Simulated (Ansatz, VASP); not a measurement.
**One calculation of Ge, two programs**

```
CELL_PARAMETERS angstrom
0.00000 2.83897 2.79399
2.83897 0.00000 2.79399
2.83897 2.83897 0.00000
ATOMIC_POSITIONS crystal
Ge 0.00000 0.00000 0.00000
Ge 0.25000 0.25000 0.25000
```

Change from the starting cell: strained cell.

Alike in both runs: task relaxation of the atoms; functional LDA; k mesh 12 × 12 × 12; occupations gaussian, width 0.1 eV; no spin polarisation.

|  | VASP | Ansatz |
| --- | --- | --- |
| version | VASP 6.6.1 | Ansatz 0.2.0 |
| potentials or method | VASP PAW LDA potentials, release 64 (Ge_d), cutoff 520 eV | scalar-relativistic, plane waves, PAW |
| valence electrons in the cell | 28 | 28 |

```csv
,VASP,Ansatz,Ansatz less VASP
"gap on the k mesh at the Fermi level, each at its own relaxed structure (eV)",0.12,0.10,-0.021
```

LDA's correlation is that of Perdew and Zunger in VASP and of Perdew and Wang (1992) in Ansatz. Ansatz's warnings: stress scf threshold loose.

Noted on VASP's run: the relaxation stopped at its first step, so nothing moved.
